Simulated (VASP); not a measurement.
A run of VASP 6.6.1 is set up as follows.

The input INCAR:

```
SYSTEM = ZnS
PREC = Accurate
ENCUT = 520
EDIFF = 1E-6
ISMEAR = 0
SIGMA = 0.01
LREAL = .FALSE.
LASPH = .TRUE.
NELM = 80
ALGO = Normal
ISIF = 2
LWAVE = .FALSE.
LCHARG = .FALSE.
GGA = PS
NBANDS = 26
```

File KPOINTS:

```
Automatic mesh
0
G
  12 12 6
  0 0 0
```

Contents of POSCAR:

```
ZnS
1.0
    3.7822342358      0.0000000000      0.0000000000
   -1.8911171179      3.2755109313      0.0000000000
    0.0000000000      0.0000000000      6.2081486949
Zn S
2 2
Direct
    0.3333333333      0.6666666667     -0.0278892478
    0.6666666667      0.3333333333      0.4721107522
    0.3333333333      0.6666666667      0.4028892478
    0.6666666667      0.3333333333      0.9028892478
```

Potentials or basis: VASP PAW PBE potentials, release 64 (Zn, S).

Run with:

```console
$ cat potpaw_PBE.64/Zn/POTCAR potpaw_PBE.64/S/POTCAR > POTCAR
$ mpirun -np 1 vasp_std > vasp.out
```

Problem. Estimate the pressure.

Solution. 3.2 GPa.

Problem. Predict the band gap on the k mesh.

Solution. 2.37 eV, direct.

Problem. What does it give for the largest force?

Solution. 0.853 eV/Å.

Stress tensor (GPa, compression positive):
```
 5.90  0.00  0.00
 0.00  5.90  0.00
 0.00  0.00 -2.28
```

Caveat: the PAW data sets were made with another functional, which shifts forces and pressure a little. A k mesh can miss the band edges.
